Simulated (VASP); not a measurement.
# KZnF3 (P4/mmm) in VASP: notebook

The runs below take KZnF3 through single point, with PBE.

All numbers are computed with VASP 6.6.1; they aren't measurements. Logs are shortened: lines on timing, memory, paths and dates and some standing lists are left out, and cuts for length are marked.

## 1. The cell of the first run

The structure is tetragonal, space group P4/mmm (No. 123). The conventional cell has a = 4.050 Å, b = 4.050 Å, c = 3.898 Å, α = 90.00°, β = 90.00°, γ = 90.00°. Within 3.7 Å of K (site symmetry 4/mmm) lie 12 F at 2.81 to 2.86 Å and 8 Zn at 3.46 Å. Within 2.6 Å of Zn (site symmetry 4/mmm) lie 6 F at 1.95 to 2.02 Å. Within 2.7 Å of F (site symmetry mmm) lie 2 Zn at 2.02 Å. F (site symmetry 4/mmm) has 2 Zn at 1.95 Å within 2.6 Å.

## 2. Single point, PBE (strain -0.0375 x Voigt [0, 1, 0, 0, 0, 0])

Input file INCAR:

```
ALGO = Normal
EDIFF = 1E-6
ENCUT = 520
GGA = PE
ISIF = 2
ISMEAR = 0
LASPH = T
LCHARG = T
LELF = T
LREAL = F
LVHAR = T
LWAVE = F
NBANDS = 29
NELM = 60
PREC = Accurate
SIGMA = 0.05
```

Input file KPOINTS:

```
k-points
0
Gamma
  6 6 6
```

Input file POSCAR:

```
KZnF3
1.0
    4.0500000000      0.0000000000      0.0000000000
    0.0000000000      3.8981250000      0.0000000000
    0.0000000000      0.0000000000      4.0500000000
K Zn F
1 1 3
Direct
    0.0000000000      0.0000000000      0.0000000000
    0.5000000000      0.5000000000      0.5000000000
    0.5000000000      0.5000000000      0.0000000000
    0.0000000000      0.5000000000      0.5000000000
    0.5000000000      0.0000000000      0.5000000000
```

Potentials or basis: VASP PAW PBE potentials, release 64 (K_sv, Zn, F).

On the command line:

```console
cat potpaw_PBE.64/K_sv/POTCAR potpaw_PBE.64/Zn/POTCAR potpaw_PBE.64/F/POTCAR > POTCAR
mpirun -np 1 vasp_std > vasp.out
```

OUTCAR:

```text
EDIFF = 1E-6
   ENCUT = 520
   GGA = PE
   ISIF = 2
   ISMEAR = 0
   LASPH = T
   LREAL = F
   NELM = 60
   PREC = Accurate

 ion  position               nearest neighbor table
   1  0.000  0.000  0.000-   3 2.81   4 2.81   4 2.81   3 2.81   4 2.81   4 2.81   3 2.81   3 2.81

   2  0.500  0.500  0.500-   5 1.95   5 1.95   3 2.02   3 2.02   4 2.02   4 2.02
   3  0.500  0.500  0.000-   2 2.02   2 2.02   1 2.81   1 2.81   1 2.81   1 2.81
   4  0.000  0.500  0.500-   2 2.02   2 2.02   1 2.81   1 2.81   1 2.81   1 2.81
   5  0.500  0.000  0.500-   2 1.95   2 1.95

  LATTYP: Found a simple tetragonal cell.
 ALAT       =     4.0500000000
 C/A-ratio  =     0.9625000000

  Lattice vectors:

 A1 = (  -4.0500000000,   0.0000000000,   0.0000000000)
 A2 = (   0.0000000000,   0.0000000000,   4.0500000000)
 A3 = (   0.0000000000,   3.8981250000,   0.0000000000)

Analysis of symmetry for initial positions (statically):
=====================================================================
 Subroutine PRICEL returns:
 Original cell was already a primitive cell.

 Routine SETGRP: Setting up the symmetry group for a
 simple tetragonal supercell.

 Subroutine GETGRP returns: Found 16 space group operations
 (whereof 16 operations were pure point group operations)
 out of a pool of 16 trial point group operations.

The static configuration has the point symmetry D_4h.

Analysis of symmetry for dynamics (positions and initial velocities):
=====================================================================
 Subroutine PRICEL returns:
 Original cell was already a primitive cell.

 Routine SETGRP: Setting up the symmetry group for a
 simple tetragonal supercell.

 Subroutine GETGRP returns: Found 16 space group operations
 (whereof 16 operations were pure point group operations)
 out of a pool of 16 trial point group operations.

The dynamic configuration has the point symmetry D_4h.

 Subroutine INISYM returns: Found 16 space group operations
 (whereof 16 operations are pure point group operations),
 and found     1 'primitive' translations

----------------------------------------------------------------------------------------

                                     Primitive cell

  volume of cell :      63.9390

  direct lattice vectors                    reciprocal lattice vectors
     4.050000000  0.000000000  0.000000000     0.246913580  0.000000000  0.000000000
     0.000000000  3.898125000  0.000000000     0.000000000  0.256533590  0.000000000
     0.000000000  0.000000000  4.050000000     0.000000000  0.000000000  0.246913580

  length of vectors
     4.050000000  3.898125000  4.050000000     0.246913580  0.256533590  0.246913580

  position of ions in fractional coordinates (direct lattice)
     0.000000000  0.000000000  0.000000000
     0.500000000  0.500000000  0.500000000
     0.500000000  0.500000000  0.000000000
     0.000000000  0.500000000  0.500000000
     0.500000000  0.000000000  0.500000000

  ion indices of the primitive-cell ions
   primitive index   ion index
                 1           1
                 2           2
                 3           3
                 4           4
                 5           5

----------------------------------------------------------------------------------------

 KPOINTS: k-points

Automatic generation of k-mesh.
 Grid dimensions read from file:
 generate k-points for:    6    6    6

 Generating k-lattice:

  Cartesian coordinates                     Fractional coordinates (reciprocal lattice)
     0.041152263  0.000000000  0.000000000     0.166666667  0.000000000  0.000000000
     0.000000000  0.042755598  0.000000000     0.000000000  0.166666667  0.000000000
     0.000000000  0.000000000  0.041152263     0.000000000  0.000000000  0.166666667

  Length of vectors
     0.041152263  0.042755598  0.041152263

  Shift w.r.t. Gamma in fractional coordinates (k-lattice)
     0.000000000  0.000000000  0.000000000

 Subroutine IBZKPT returns following result:
 ===========================================

 Found     40 irreducible k-points:

 Following reciprocal coordinates:
            Coordinates               Weight
  0.000000  0.000000  0.000000      1.000000
  0.166667  0.000000  0.000000      4.000000
  0.333333  0.000000  0.000000      4.000000
  0.500000  0.000000  0.000000      2.000000
  0.000000  0.166667  0.000000      2.000000
  0.166667  0.166667  0.000000      8.000000
[... 16 lines left out ...]
  0.166667  0.333333  0.166667      8.000000
  0.333333  0.333333  0.166667     16.000000
 [... further k-points ...]
   k-points           NKPTS =     40   k-points in BZ     NKDIM =     40   number of bands    NBANDS=     29
   number of dos      NEDOS =    301   number of ions     NIONS =      5
   total plane-waves  NPLWV =  27000
   dimension x,y,z NGX =    30 NGY =   30 NGZ =   30
   dimension x,y,z NGXF=    60 NGYF=   60 NGZF=   60
   ions per type =               1   1   3
   NGX,Y,Z   is equivalent  to a cutoff of  12.31, 12.79, 12.31 a.u.
   NGXF,Y,Z  is equivalent  to a cutoff of  24.63, 25.59, 24.63 a.u.
 SYSTEM =  unknown system
   PREC   = accura    normal or accurate (medium, high low for compatibility)
   ISTART =      0    job   : 0-new  1-cont  2-samecut
   ICHARG =      2    charge: 1-file 2-atom 10-const
   ISPIN  =      1    spin polarized calculation?
   LNONCOLLINEAR =      F non collinear calculations
   LSORBIT =      F    spin-orbit coupling
   LASPH  =      T    aspherical Exc in radial PAW
   ENCUT  =  520.0 eV  38.22 Ry    6.18 a.u.   7.53  7.25  7.53*2*pi/ulx,y,z
   NELM   =     60;   NELMIN=  2; NELMDL= -5     # of ELM steps
   EDIFF  = 0.1E-05   stopping-criterion for ELM
   LREAL  =      F    real-space projection
   EDIFFG = 0.1E-04   stopping-criterion for IOM
   NSW    =      0    number of steps for IOM
   IBRION =     -1    ionic relax: 0-MD 1-quasi-New 2-CG
   NFREE  =      0    steps in history (QN), initial steepest desc. (CG)
   ISIF   =      2    stress and relaxation
   ISYM   =      2    0-nonsym 1-usesym 2-fastsym
   POTIM  = 0.5000    time-step for ionic-motion
   TEBEG  =    0.0;   TEEND  =   0.0 temperature during run
   PSTRESS=    0.0 pullay stress
   NELECT =      42.0000    total number of electrons
   NUPDOWN=      -1.0000    fix difference up-down
   EMIN   =  10.00;   EMAX   =-10.00  energy-range for DOS
   EFERMI =   0.00;   METHOD = LEGACY
   ISMEAR =     0;   SIGMA  =   0.05  broadening in eV -4-tet -1-fermi 0-gaus
   EFERMI_NEDOS =   21; number of points for ismear=-14 and -15
   IALGO  =     38    algorithm
   IMIX   =      4    mixing-type and parameters
     AMIX     =   0.40;   BMIX     =  1.00
     AMIX_MAG =   1.60;   BMIX_MAG =  1.00
  volume/ion in A,a.u.               =      12.79        86.30
  Fermi-wavevector in a.u.,A,eV,Ry     =   1.423102  2.689273 27.554777  2.025219
  Thomas-Fermi vector in A             =   2.543735
   LORBIT       =      0    0 simple, 1 ext, 2 COOP (PROOUT), +10 PAW based schemes
   GGA     = PE    functional components
   LHFCALC =     F    Hartree Fock is set to
   AEXX    =    0.0000 exact exchange contribution
   IVDW    =     0    specifies the selected vdW correction
   LEPSILON=     F    determine dielectric tensor
   LRPA    =     F    only Hartree local field effects (RPA)
 non-spin polarized calculation
 Gauss-broadening in eV      SIGMA  =   0.05
  energy-cutoff  :      520.00
  volume of cell :       63.94
 maximum number of plane-waves:      1740
   NGX = 15   NGY = 15   NGZ = 15

 number of electron      41.9999993 magnetization

 Free energy of the ion-electron system (eV)
  ---------------------------------------------------
  ext. energy  EPLUGINS =         0.00000000
  ---------------------------------------------------
  free energy    TOTEN  =       -20.13095937 eV

  energy without entropy =      -20.13095937  energy(sigma->0) =      -20.13095937

 E-fermi :   0.0943     XC(G=0): -10.0778

 val. band max:       -0.2271286539   @ k =   0.5000   0.5000   0.5000
 cond. band min:       3.5495738061   @ k =   0.0000   0.0000   0.0000
 fundamental gap:      3.7767024601
 Fermi energy:         0.0943183428

 k-point     1 :       0.0000    0.0000    0.0000
  band No.  band energies     occupation
      1     -27.5905      2.00000
      2     -22.3592      2.00000
      3     -21.6650      2.00000
      4     -21.5176      2.00000
      5     -11.0958      2.00000
      6     -11.0958      2.00000
[... 21 lines left out ...]
     28      10.6574      0.00000
     29      13.7964      0.00000

 k-point     2 :       0.1667    0.0000    0.0000
  band No.  band energies     occupation
      1     -27.5841      2.00000
      2     -22.3373      2.00000
      3     -21.6640      2.00000
      4     -21.5396      2.00000
      5     -11.0883      2.00000
      6     -11.0835      2.00000
[... 21 lines left out ...]
     28      10.7246      0.00000
     29      13.5685      0.00000

 k-point     3 :       0.3333    0.0000    0.0000
  band No.  band energies     occupation
      1     -27.5712      2.00000
      2     -22.2909      2.00000
      3     -21.6619      2.00000
      4     -21.5853      2.00000
      5     -11.0731      2.00000
      6     -11.0586      2.00000
[... 21 lines left out ...]
     28      10.8696      0.00000
     29      13.0990      0.00000

 k-point     4 :       0.5000    0.0000    0.0000
  band No.  band energies     occupation
      1     -27.5647      2.00000
      2     -22.2658      2.00000
      3     -21.6622      2.00000
      4     -21.6089      2.00000
      5     -11.0656      2.00000
      6     -11.0460      2.00000
[... 597 lines left out ...]
     28      11.9285      0.00000
     29      12.0620      0.00000

 k-point    23 :       0.1667    0.3333    0.1667
  band No.  band energies     occupation
      1     -27.5565      2.00000
      2     -22.1353      2.00000
      3     -21.8014      2.00000
      4     -21.5500      2.00000
      5     -11.1229      2.00000
      6     -11.0910      2.00000
[... 21 lines left out ...]
     28      10.9409      0.00000
     29      13.0226      0.00000

 k-point    24 :       0.3333    0.3333    0.1667
  band No.  band energies     occupation
      1     -27.5477      2.00000
      2     -22.1000      2.00000
      3     -21.7541      2.00000
      4     -21.6026      2.00000
      5     -11.1594      2.00000
      6     -11.1257      2.00000
[... 21 lines left out ...]
     28      11.1418      0.00000
     29      12.7063      0.00000

 [... further k-points ...]
[... 5 lines left out ...]
  --------------------------------------------------------------------------------------
  -------------------------------------------------------------------------------------
  Total        2.9902867      4.8379377      2.9902867     -0.0000000      0.0000000      0.0000000
  in kB       74.9303223    121.2285880     74.9303223     -0.0000000      0.0000000      0.0000000
  external PRESSURE =      90.3630775 kB  Pullay stress =       0.0000000 kB

 VOLUME and BASIS-vectors are now :
 -----------------------------------------------------------------------------
  energy-cutoff  :      520.00
  volume of cell :       63.94
      direct lattice vectors                 reciprocal lattice vectors
     4.050000000  0.000000000  0.000000000     0.246913580  0.000000000  0.000000000
     0.000000000  3.898125000  0.000000000     0.000000000  0.256533590  0.000000000
     0.000000000  0.000000000  4.050000000     0.000000000  0.000000000  0.246913580

 POSITION                                       TOTAL-FORCE (eV/Angst)
 -----------------------------------------------------------------------------------
      0.00000      0.00000      0.00000         0.000000      0.000000      0.000000
      2.02500      1.94906      2.02500         0.000000      0.000000      0.000000
      2.02500      1.94906      0.00000         0.000000      0.000000      0.000000
      0.00000      1.94906      2.02500         0.000000      0.000000      0.000000
      2.02500      0.00000      2.02500         0.000000      0.000000      0.000000
 -----------------------------------------------------------------------------------
    total drift:                                0.000000      0.000000     -0.000000

  FREE ENERGIE OF THE ION-ELECTRON SYSTEM (eV)
  ---------------------------------------------------
  free  energy   TOTEN  =       -20.1309593692 eV

  energy  without entropy=      -20.1309593692  energy(sigma->0) =      -20.13095937
```

Wall time 37 s (1 thread of Intel Xeon 6975P-C (Granite Rapids), shared host); peak memory 0.21 GiB.

Results:

```yaml
Free_energy: -20.1310 eV
Pressure: 9.0 GPa
Band_gap_on_the_k_mesh: 3.78 eV, indirect (least direct gap 5.96 eV)
```

Caveat: the cell differs from its parent crystal (strain -0.0375 x Voigt [0, 1, 0, 0, 0, 0]). A k mesh can miss the band edges.

## 3. Single point, PBE (strain +0.0375 x Voigt [0, 1, 0, 0, 0, 0])

Input file INCAR:

```
PREC = Accurate
ENCUT = 520
EDIFF = 1E-6
ISMEAR = 0
SIGMA = 0.05
LREAL = False
LASPH = True
NELM = 60
ALGO = Normal
ISIF = 2
LWAVE = False
LCHARG = True
GGA = PE
LELF = True
LVHAR = True
NBANDS = 29
```

Input file KPOINTS:

```
regular mesh
0
Gamma
  6 6 6
```

POSCAR: that of step 2 with these lines changed.

```diff
@@ -3,3 +3,3 @@
     4.0500000000      0.0000000000      0.0000000000
-    0.0000000000      3.8981250000      0.0000000000
+    0.0000000000      4.2018750000      0.0000000000
     0.0000000000      0.0000000000      4.0500000000
```

Potentials or basis: VASP PAW PBE potentials, release 64 (K_sv, Zn, F).

On the command line:

```console
cat potpaw_PBE.64/K_sv/POTCAR potpaw_PBE.64/Zn/POTCAR potpaw_PBE.64/F/POTCAR > POTCAR
mpirun -np 1 vasp_std > vasp.out
```

It took 38 s on 1 thread of Intel Xeon 6975P-C (Granite Rapids), shared host; peak memory 0.22 GiB.

Results (log left out):

* Free energy: -20.3054 eV
* Pressure: 1.9 GPa
* Band gap on the k mesh: 3.61 eV, indirect (least direct gap 5.32 eV)

Stress tensor (GPa, compression positive):
```
2.85 0.00 0.00
0.00 0.01 0.00
0.00 0.00 2.85
```

Levels at points of the mesh, in eV from the valence-band top:
| k point | band 19 | band 20 | band 21 | band 22 | band 23 | band 24 |
| --- | --- | --- | --- | --- | --- | --- |
| (0.00, 0.00, 0.00) | -1.74 | -1.71 | -1.71 | 3.61 | 8.68 | 8.81 |
| (0.50, 0.00, 0.00) | -1.68 | -1.66 | -1.65 | 6.37 | 8.22 | 9.73 |
| (0.00, 0.50, 0.00) | -1.66 | -1.60 | -1.60 | 6.13 | 8.06 | 9.50 |
| (0.50, 0.50, 0.00) | -1.70 | -1.40 | -0.15 | 7.73 | 9.77 | 9.98 |
| (0.50, 0.00, 0.50) | -1.76 | -1.42 | 0.00 | 7.89 | 10.04 | 10.04 |
| (0.50, 0.50, 0.50) | -1.37 | -0.20 | 0.00 | 8.30 | 8.41 | 8.41 |

Caveat: the cell differs from its parent crystal (strain +0.0375 x Voigt [0, 1, 0, 0, 0, 0]).
